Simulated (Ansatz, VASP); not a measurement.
# GaP in VASP and in Ansatz

```xyz
2
Lattice="0.0000 2.6956 2.6956 2.6956 0.0000 2.6956 2.6956 2.6956 0.0000" Properties=species:S:1:pos:R:3 pbc="T T T"
Ga    0.0000    0.0000    0.0000
P     1.3478    1.3478    1.3478
```

Alike in both runs: functional LDA; k mesh 8 × 8 × 8; occupations gaussian, width 0.01 eV; no spin polarisation.

Ansatz relaxed the structure, and its values are those at the end. VASP's run is a single point on that final structure, the one shown.

|  | VASP | Ansatz |
| --- | --- | --- |
| version | VASP 6.6.1 | Ansatz 0.2.0 |
| potentials or method | VASP PAW LDA potentials, release 64 (Ga_d, P) | scalar-relativistic, plane waves, PAW |
| plane-wave cutoff (eV) | 520 | 420 |
| valence electrons in the cell | 18 | 18 |

```tsv
	VASP	Ansatz	Ansatz less VASP
gap on the k mesh at the Fermi level (eV)	1.43	1.43	+0.001
least direct gap on the mesh (eV)	1.91	1.88	-0.029
pressure (GPa)	0.1	0.0	-0.08
```

LDA's correlation is that of Perdew and Zunger in VASP and of Perdew and Wang (1992) in Ansatz.
